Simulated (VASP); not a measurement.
# In (Fm-3m) in VASP: further runs, part 2 of 3

VASP 6.6.1.

## 3. Single point, RPBE (volume scaled by 1.04)

INCAR reads:

```
SYSTEM = In
PREC = Accurate
ENCUT = 520
EDIFF = 1E-6
ISMEAR = -1
SIGMA = 0.1
LREAL = .False.
LASPH = .True.
NELM = 60
ALGO = Normal
ISIF = 2
LWAVE = .False.
LCHARG = .False.
GGA = RP
NBANDS = 12
```

KPOINTS reads:

```
regular mesh
0
Gamma
  13 13 13
  0 0 0
```

POSCAR reads:

```
In
1.0
    0.0000000000      2.4642984976      2.4642984976
    2.4642984976      0.0000000000      2.4642984976
    2.4642984976      2.4642984976      0.0000000000
In
1
Direct
    0.0000000000      0.0000000000      0.0000000000
```

Potentials or basis: VASP PAW PBE potentials, release 64 (In_d).

Command:

```console
$ cat potpaw_PBE.64/In_d/POTCAR > POTCAR
$ mpirun -np 1 vasp_std > vasp.out
```

OUTCAR:

```text
SYSTEM = In
   PREC = Accurate
   ENCUT = 520
   EDIFF = 1E-6
   ISMEAR = -1
   LREAL = .False.
   LASPH = .True.
   NELM = 60
   ISIF = 2
   GGA = RP

 ion  position               nearest neighbor table
   1  0.000  0.000  0.000-

  LATTYP: Found a face centered cubic cell.
 ALAT       =     4.9285969952

  Lattice vectors:

 A1 = (   0.0000000000,   2.4642984976,   2.4642984976)
 A2 = (   2.4642984976,   0.0000000000,   2.4642984976)
 A3 = (   2.4642984976,   2.4642984976,   0.0000000000)

Analysis of symmetry for initial positions (statically):
=====================================================================
 Subroutine PRICEL returns:
 Original cell was already a primitive cell.

 Routine SETGRP: Setting up the symmetry group for a
 face centered cubic supercell.

 Subroutine GETGRP returns: Found 48 space group operations
 (whereof 48 operations were pure point group operations)
 out of a pool of 48 trial point group operations.

The static configuration has the point symmetry O_h .

Analysis of symmetry for dynamics (positions and initial velocities):
=====================================================================
 Subroutine PRICEL returns:
 Original cell was already a primitive cell.

 Routine SETGRP: Setting up the symmetry group for a
 face centered cubic supercell.

 Subroutine GETGRP returns: Found 48 space group operations
 (whereof 48 operations were pure point group operations)
 out of a pool of 48 trial point group operations.

The dynamic configuration has the point symmetry O_h .

 Subroutine INISYM returns: Found 48 space group operations
 (whereof 48 operations are pure point group operations),
 and found     1 'primitive' translations

----------------------------------------------------------------------------------------

                                     Primitive cell

  volume of cell :      29.9302

  direct lattice vectors                    reciprocal lattice vectors
     0.000000000  2.464298498  2.464298498    -0.202897498  0.202897498  0.202897498
     2.464298498  0.000000000  2.464298498     0.202897498 -0.202897498  0.202897498
     2.464298498  2.464298498  0.000000000     0.202897498  0.202897498 -0.202897498

  length of vectors
     3.485044357  3.485044357  3.485044357     0.351428776  0.351428776  0.351428776

  position of ions in fractional coordinates (direct lattice)
     0.000000000  0.000000000  0.000000000

  ion indices of the primitive-cell ions
   primitive index   ion index
                 1           1

----------------------------------------------------------------------------------------

 KPOINTS: regular mesh

Automatic generation of k-mesh.
 Grid dimensions read from file:
 generate k-points for:   13   13   13

 Generating k-lattice:

  Cartesian coordinates                     Fractional coordinates (reciprocal lattice)
    -0.015607500  0.015607500  0.015607500     0.076923077  0.000000000  0.000000000
     0.015607500 -0.015607500  0.015607500     0.000000000  0.076923077  0.000000000
     0.015607500  0.015607500 -0.015607500     0.000000000  0.000000000  0.076923077

  Length of vectors
     0.027032983  0.027032983  0.027032983

  Shift w.r.t. Gamma in fractional coordinates (k-lattice)
     0.000000000  0.000000000  0.000000000

 Subroutine IBZKPT returns following result:
 ===========================================

 Found     84 irreducible k-points:

 Following reciprocal coordinates:
            Coordinates               Weight
  0.000000  0.000000  0.000000      1.000000
  0.076923  0.000000  0.000000      8.000000
  0.153846  0.000000  0.000000      8.000000
  0.230769  0.000000  0.000000      8.000000
  0.307692  0.000000  0.000000      8.000000
  0.384615  0.000000  0.000000      8.000000
[... 16 lines left out ...]
  0.384615  0.153846  0.000000     24.000000
  0.461538  0.153846  0.000000     24.000000
 [... further k-points ...]
   k-points           NKPTS =     84   k-points in BZ     NKDIM =     84   number of bands    NBANDS=     12
   number of dos      NEDOS =    301   number of ions     NIONS =      1
   total plane-waves  NPLWV =  21952
   dimension x,y,z NGX =    28 NGY =   28 NGZ =   28
   dimension x,y,z NGXF=    56 NGYF=   56 NGZF=   56
   ions per type =               1
   NGX,Y,Z   is equivalent  to a cutoff of  13.36, 13.36, 13.36 a.u.
   NGXF,Y,Z  is equivalent  to a cutoff of  26.71, 26.71, 26.71 a.u.
 SYSTEM =  In
   PREC   = accura    normal or accurate (medium, high low for compatibility)
   ISTART =      0    job   : 0-new  1-cont  2-samecut
   ICHARG =      2    charge: 1-file 2-atom 10-const
   ISPIN  =      1    spin polarized calculation?
   LNONCOLLINEAR =      F non collinear calculations
   LSORBIT =      F    spin-orbit coupling
   LASPH  =      T    aspherical Exc in radial PAW
   ENCUT  =  520.0 eV  38.22 Ry    6.18 a.u.   6.48  6.48  6.48*2*pi/ulx,y,z
   NELM   =     60;   NELMIN=  2; NELMDL= -5     # of ELM steps
   EDIFF  = 0.1E-05   stopping-criterion for ELM
   LREAL  =      F    real-space projection
   EDIFFG = 0.1E-04   stopping-criterion for IOM
   NSW    =      0    number of steps for IOM
   IBRION =     -1    ionic relax: 0-MD 1-quasi-New 2-CG
   NFREE  =      0    steps in history (QN), initial steepest desc. (CG)
   ISIF   =      2    stress and relaxation
   ISYM   =      2    0-nonsym 1-usesym 2-fastsym
   POTIM  = 0.5000    time-step for ionic-motion
   TEBEG  =    0.0;   TEEND  =   0.0 temperature during run
   PSTRESS=    0.0 pullay stress
   NELECT =      13.0000    total number of electrons
   NUPDOWN=      -1.0000    fix difference up-down
   EMIN   =  10.00;   EMAX   =-10.00  energy-range for DOS
   EFERMI =   0.00;   METHOD = LEGACY
   ISMEAR =    -1;   SIGMA  =   0.10  broadening in eV -4-tet -1-fermi 0-gaus
   EFERMI_NEDOS =   21; number of points for ismear=-14 and -15
   IALGO  =     38    algorithm
   IMIX   =      4    mixing-type and parameters
     AMIX     =   0.40;   BMIX     =  1.00
     AMIX_MAG =   1.60;   BMIX_MAG =  1.00
  volume/ion in A,a.u.               =      29.93       201.98
  Fermi-wavevector in a.u.,A,eV,Ry     =   1.239803  2.342888 20.913667  1.537111
  Thomas-Fermi vector in A             =   2.374271
   LORBIT       =      0    0 simple, 1 ext, 2 COOP (PROOUT), +10 PAW based schemes
   GGA     = RP    functional components
   LHFCALC =     F    Hartree Fock is set to
   AEXX    =    0.0000 exact exchange contribution
   IVDW    =     0    specifies the selected vdW correction
   LEPSILON=     F    determine dielectric tensor
   LRPA    =     F    only Hartree local field effects (RPA)
 non-spin polarized calculation
  energy-cutoff  :      520.00
  volume of cell :       29.93
 maximum number of plane-waves:       825
 NGX is ok and might be reduce to    28
   NGX = 13   NGY = 13   NGZ = 13

 number of electron      13.0000005 magnetization

 Free energy of the ion-electron system (eV)
  ---------------------------------------------------
  ext. energy  EPLUGINS =         0.00000000
  ---------------------------------------------------
  free energy    TOTEN  =        -2.20246379 eV

  energy without entropy =       -2.18515106  energy(sigma->0) =       -2.19380743

 E-fermi :   6.2490     XC(G=0):  -9.5301

 val. band max:        6.1533995012   @ k =   0.3846   0.0769   0.0000
 cond. band min:       6.2574059323   @ k =   0.4615   0.2308   0.0000
 fundamental gap:      0.1040064311
 Fermi energy:         6.2490377474

 k-point     1 :       0.0000    0.0000    0.0000
  band No.  band energies     occupation
      1      -8.3542      2.00000
      2      -8.3542      2.00000
      3      -8.3542      2.00000
      4      -8.2385      2.00000
      5      -8.2385      2.00000
      6      -2.4298      2.00000
      7      15.6708      0.00000
      8      15.6708      0.00000
      9      15.6708      0.00000
     10      17.3843      0.00000
     11      19.1260      0.00000
     12      19.1260      0.00000

 k-point     2 :       0.0769    0.0000    0.0000
  band No.  band energies     occupation
      1      -8.3548      2.00000
      2      -8.3472      2.00000
      3      -8.3472      2.00000
      4      -8.2391      2.00000
      5      -8.2391      2.00000
      6      -2.3135      2.00000
      7      14.3124      0.00000
      8      15.4708      0.00000
      9      15.4708      0.00000
     10      17.0628      0.00000
     11      19.4737      0.00000
     12      19.4737      0.00000
[... 316 lines left out ...]
 k-point    24 :       0.4615    0.1538    0.0000
  band No.  band energies     occupation
      1      -8.3864      2.00000
      2      -8.3302      2.00000
      3      -8.2960      2.00000
      4      -8.1940      2.00000
      5      -8.1277      2.00000
      6       1.3027      2.00000
      7       5.2276      1.99993
      8      11.4306      0.00000
      9      12.3305      0.00000
     10      14.8371      0.00000
     11      20.0425      0.00000
     12      20.1789      0.00000

 [... further k-points ...]
[... 5 lines left out ...]
  --------------------------------------------------------------------------------------
  -------------------------------------------------------------------------------------
  Total       -0.2029932     -0.2029932     -0.2029932      0.0000000     -0.0000000      0.0000000
  in kB      -10.8663120    -10.8663120    -10.8663120      0.0000000     -0.0000000      0.0000000
  external PRESSURE =     -10.8663120 kB  Pullay stress =       0.0000000 kB

 VOLUME and BASIS-vectors are now :
 -----------------------------------------------------------------------------
  energy-cutoff  :      520.00
  volume of cell :       29.93
      direct lattice vectors                 reciprocal lattice vectors
     0.000000000  2.464298498  2.464298498    -0.202897498  0.202897498  0.202897498
     2.464298498  0.000000000  2.464298498     0.202897498 -0.202897498  0.202897498
     2.464298498  2.464298498  0.000000000     0.202897498  0.202897498 -0.202897498

 POSITION                                       TOTAL-FORCE (eV/Angst)
 -----------------------------------------------------------------------------------
      0.00000      0.00000      0.00000         0.000000      0.000000      0.000000
 -----------------------------------------------------------------------------------
    total drift:                               -0.000000     -0.000000     -0.000000

  FREE ENERGIE OF THE ION-ELECTRON SYSTEM (eV)
  ---------------------------------------------------
  free  energy   TOTEN  =        -2.2024637947 eV

  energy  without entropy=       -2.1851510554  energy(sigma->0) =       -2.19380743
```

Run time: 27 s. Hardware: 1 thread of Intel Xeon Platinum 8488C (Sapphire Rapids), shared host; peak memory 0.17 GiB.

What came out:

| Quantity | Value |
| --- | --- |
| Free energy | -2.2025 eV |
| Pressure | -1.1 GPa |

Caveat: the PAW data sets were made with another functional, which shifts forces and pressure a little; spin-orbit coupling is left out, which moves the levels of the heavy elements.

(Continued in part 3 of 3.)
